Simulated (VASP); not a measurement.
Input of a VASP 6.6.1 run:

INCAR

```
SYSTEM = InSb
  ALGO = Normal
  EDIFF = 1E-7
  ENCUT = 520
  GGA = CA
  ISIF = 2
  ISMEAR = 0
  LASPH = .True.
  LCHARG = .False.
  LREAL = .False.
  LWAVE = .False.
  NBANDS = 26
  NELM = 100
  PREC = Accurate
  SIGMA = 0.1
```

File KPOINTS:

```
k-points
0
Gamma
  10 10 8
  0 0 0
```

File POSCAR:

```
InSb
1.0
    3.0633140000     -3.0813730000      0.0000000000
    3.0633140000      3.0813730000      0.0000000000
    0.0000000000      0.0000000000      6.1268940000
In Sb
2 2
Direct
    0.2794110000      0.7205890000      0.2500000000
    0.7205890000      0.2794110000      0.7500000000
    0.7772050000      0.2227950000      0.2500000000
    0.2227950000      0.7772050000      0.7500000000
```

Potentials or basis: VASP PAW LDA potentials, release 64 (In_d, Sb).

The run is started by

```bash
$ cat potpaw_LDA.64/In_d/POTCAR potpaw_LDA.64/Sb/POTCAR > POTCAR
$ mpirun -np 1 vasp_std > vasp.out
```

Task: Predict the band gap on the k mesh.

Result: Zero (bands 18 and 19 overlap by 2.66 eV).

Task: Estimate the pressure.

Result: -4.0 GPa.

Task: What does it give for the largest force?

Result: 0.040 eV/Å.

Stress tensor (GPa, compression positive):
```
-3.92  0.00  0.00
 0.00 -3.92  0.00
 0.00  0.00 -4.20
```

Caveat: the cell stands under tension; spin-orbit coupling is left out, which moves the levels of the heavy elements.
